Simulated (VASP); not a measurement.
# Ag (Fm-3m) in VASP: a series of runs

The runs below take Ag through single point, relaxation of cell and atoms, with LDA.

All numbers are computed with VASP 6.6.1; they aren't measurements. Logs are shortened: lines on timing, memory, paths and dates and some standing lists are left out, and cuts for length are marked.

## 1. The cell of the first run

It takes space group Fm-3m (No. 225, cubic). The conventional cell has a = 3.835 Å, b = 3.835 Å, c = 3.835 Å, α = 90.00°, β = 90.00°, γ = 90.00°. Within 3.6 Å of Ag (site symmetry m-3m) lie 12 Ag at 2.71 Å.

## 2. Single point, LDA (14.10 Å³/atom)

INCAR reads:

```
PREC     = Accurate       # precision mode
ENCUT    = 520            # plane-wave cutoff, eV
EDIFF    = 1E-6           # SCF threshold, eV
ISMEAR   = -1             # smearing method
SIGMA    = 0.05           # smearing width, eV
LREAL    = F              # projectors in reciprocal space
LASPH    = T              # aspherical terms in the spheres
NELM     = 100            # most SCF steps
ALGO     = Normal         # electronic algorithm
ISIF     = 2              # what is computed and relaxed
LWAVE    = F              # write WAVECAR
LCHARG   = T              # write CHGCAR
GGA      = CA             # functional
LELF     = T              # ELF
LVHAR    = T            
NBANDS   = 12             # bands
```

KPOINTS reads:

```
Automatic mesh
0
Gamma
  18 18 18
```

POSCAR reads:

```
Ag
1.0
    0.0000000000      1.9174298865      1.9174298865
    1.9174298865      0.0000000000      1.9174298865
    1.9174298865      1.9174298865      0.0000000000
Ag
1
Direct
    0.0000000000      0.0000000000      0.0000000000
```

Potentials or basis: VASP PAW LDA potentials, release 64 (Ag).

On the command line:

```console
> cat potpaw_LDA.64/Ag/POTCAR > POTCAR
> mpirun -np 1 vasp_std > vasp.out
```

OUTCAR:

```text
PREC = Accurate
   ENCUT = 520
   EDIFF = 1E-6
   ISMEAR = -1
   LREAL = F
   LASPH = T
   NELM = 100
   ISIF = 2
   GGA = CA

 ion  position               nearest neighbor table
   1  0.000  0.000  0.000-

  LATTYP: Found a face centered cubic cell.
 ALAT       =     3.8348597730

  Lattice vectors:

 A1 = (   0.0000000000,   1.9174298865,   1.9174298865)
 A2 = (   1.9174298865,   0.0000000000,   1.9174298865)
 A3 = (   1.9174298865,   1.9174298865,   0.0000000000)

Analysis of symmetry for initial positions (statically):
=====================================================================
 Subroutine PRICEL returns:
 Original cell was already a primitive cell.

 Routine SETGRP: Setting up the symmetry group for a
 face centered cubic supercell.

 Subroutine GETGRP returns: Found 48 space group operations
 (whereof 48 operations were pure point group operations)
 out of a pool of 48 trial point group operations.

The static configuration has the point symmetry O_h .

Analysis of symmetry for dynamics (positions and initial velocities):
=====================================================================
 Subroutine PRICEL returns:
 Original cell was already a primitive cell.

 Routine SETGRP: Setting up the symmetry group for a
 face centered cubic supercell.

 Subroutine GETGRP returns: Found 48 space group operations
 (whereof 48 operations were pure point group operations)
 out of a pool of 48 trial point group operations.

The dynamic configuration has the point symmetry O_h .

 Subroutine INISYM returns: Found 48 space group operations
 (whereof 48 operations are pure point group operations),
 and found     1 'primitive' translations

----------------------------------------------------------------------------------------

                                     Primitive cell

  volume of cell :      14.0990

  direct lattice vectors                    reciprocal lattice vectors
     0.000000000  1.917429886  1.917429886    -0.260765728  0.260765728  0.260765728
     1.917429886  0.000000000  1.917429886     0.260765728 -0.260765728  0.260765728
     1.917429886  1.917429886  0.000000000     0.260765728  0.260765728 -0.260765728

  length of vectors
     2.711655350  2.711655350  2.711655350     0.451659490  0.451659490  0.451659490

  position of ions in fractional coordinates (direct lattice)
     0.000000000  0.000000000  0.000000000

  ion indices of the primitive-cell ions
[... 74 lines left out ...]
   EDIFF  = 0.1E-05   stopping-criterion for ELM
   LREAL  =      F    real-space projection
   EDIFFG = 0.1E-04   stopping-criterion for IOM
   NSW    =      0    number of steps for IOM
   IBRION =     -1    ionic relax: 0-MD 1-quasi-New 2-CG
   NFREE  =      0    steps in history (QN), initial steepest desc. (CG)
   ISIF   =      2    stress and relaxation
   ISYM   =      2    0-nonsym 1-usesym 2-fastsym
   POTIM  = 0.5000    time-step for ionic-motion
   TEBEG  =    0.0;   TEEND  =   0.0 temperature during run
   PSTRESS=    0.0 pullay stress
   NELECT =      11.0000    total number of electrons
   NUPDOWN=      -1.0000    fix difference up-down
   EMIN   =  10.00;   EMAX   =-10.00  energy-range for DOS
   EFERMI =   0.00;   METHOD = LEGACY
   ISMEAR =    -1;   SIGMA  =   0.05  broadening in eV -4-tet -1-fermi 0-gaus
   EFERMI_NEDOS =   21; number of points for ismear=-14 and -15
   IALGO  =     38    algorithm
   IMIX   =      4    mixing-type and parameters
     AMIX     =   0.40;   BMIX     =  1.00
     AMIX_MAG =   1.60;   BMIX_MAG =  1.00
  volume/ion in A,a.u.               =      14.10        95.14
  Fermi-wavevector in a.u.,A,eV,Ry     =   1.507103  2.848011 30.903717  2.271359
  Thomas-Fermi vector in A             =   2.617733
   LORBIT       =      0    0 simple, 1 ext, 2 COOP (PROOUT), +10 PAW based schemes
   GGA     = CA    functional components
   LHFCALC =     F    Hartree Fock is set to
   AEXX    =    0.0000 exact exchange contribution
   IVDW    =     0    specifies the selected vdW correction
   LEPSILON=     F    determine dielectric tensor
   LRPA    =     F    only Hartree local field effects (RPA)
 non-spin polarized calculation
  energy-cutoff  :      520.00
  volume of cell :       14.10
 maximum number of plane-waves:       392
   NGX =  9   NGY =  9   NGZ =  9

 number of electron      11.0000005 magnetization

 Free energy of the ion-electron system (eV)
  ---------------------------------------------------
  ext. energy  EPLUGINS =         0.00000000
  ---------------------------------------------------
  free energy    TOTEN  =        -3.64926642 eV

  energy without entropy =       -3.64708069  energy(sigma->0) =       -3.64817356

 E-fermi :  11.1778     XC(G=0): -13.7358

 val. band max:       11.1350022137   @ k =   0.5000   0.3333   0.1667
 cond. band min:      11.1921068892   @ k =   0.5000   0.1111   0.0000
 fundamental gap:      0.0571046755
 Fermi energy:        11.1778388128

 k-point     1 :       0.0000    0.0000    0.0000
  band No.  band energies     occupation
      1       1.7891      2.00000
      2       5.5560      2.00000
      3       5.5560      2.00000
      4       5.5560      2.00000
      5       7.0258      2.00000
      6       7.0258      2.00000
      7      27.3963      0.00000
      8      32.0553      0.00000
      9      32.0553      0.00000
     10      32.0553      0.00000
     11      37.6216      0.00000
     12      40.1839      0.00000
[... 331 lines left out ...]
 k-point    24 :      -0.2222    0.0556    0.0000
  band No.  band energies     occupation
      1       3.4331      2.00000
      2       5.4820      2.00000
      3       5.8861      2.00000
      4       5.8915      2.00000
      5       6.9353      2.00000
      6       7.4355      2.00000
      7      24.2094      0.00000
      8      28.2446      0.00000
      9      31.8122      0.00000
     10      34.6607      0.00000
     11      34.8057      0.00000
     12      36.2402      0.00000

 [... further k-points ...]
[... 5 lines left out ...]
  --------------------------------------------------------------------------------------
  -------------------------------------------------------------------------------------
  Total        2.2479300      2.2479300      2.2479300     -0.0000000      0.0000000     -0.0000000
  in kB      255.4494062    255.4494062    255.4494062     -0.0000000      0.0000000     -0.0000000
  external PRESSURE =     255.4494062 kB  Pullay stress =       0.0000000 kB

 VOLUME and BASIS-vectors are now :
 -----------------------------------------------------------------------------
  energy-cutoff  :      520.00
  volume of cell :       14.10
      direct lattice vectors                 reciprocal lattice vectors
     0.000000000  1.917429886  1.917429886    -0.260765728  0.260765728  0.260765728
     1.917429886  0.000000000  1.917429886     0.260765728 -0.260765728  0.260765728
     1.917429886  1.917429886  0.000000000     0.260765728  0.260765728 -0.260765728

 POSITION                                       TOTAL-FORCE (eV/Angst)
 -----------------------------------------------------------------------------------
      0.00000      0.00000      0.00000         0.000000      0.000000      0.000000
 -----------------------------------------------------------------------------------
    total drift:                                0.000000      0.000000      0.000000

  FREE ENERGIE OF THE ION-ELECTRON SYSTEM (eV)
  ---------------------------------------------------
  free  energy   TOTEN  =        -3.6492664190 eV

  energy  without entropy=       -3.6470806945  energy(sigma->0) =       -3.64817356
```

It took 26 s on 1 thread of Intel Xeon 8259CL, shared host; peak memory 0.15 GiB.

What came out:

| Item | Value |
| --- | --- |
| Free energy | -3.6493 eV |
| Pressure | 25.5 GPa |
| Band gap on the k mesh | zero (an odd number of electrons rules out a gap without spin polarisation) |

Levels at points of the mesh, in eV from the Fermi level:
```tsv
k point	band 3	band 4	band 5	band 6	band 7	band 8	band 9	band 10
(0.00, 0.00, 0.00)	-5.62	-5.62	-4.15	-4.15	16.22	20.88	20.88	20.88
(0.50, 0.00, 0.00)	-5.66	-3.03	-3.03	-1.03	4.74	15.51	19.63	19.63
(0.50, 0.50, 0.00)	-3.07	-2.74	-2.74	1.32	8.33	11.48	11.48	19.70
```

Caveat: the cell stands under pressure.

[end of part 1 of 2]
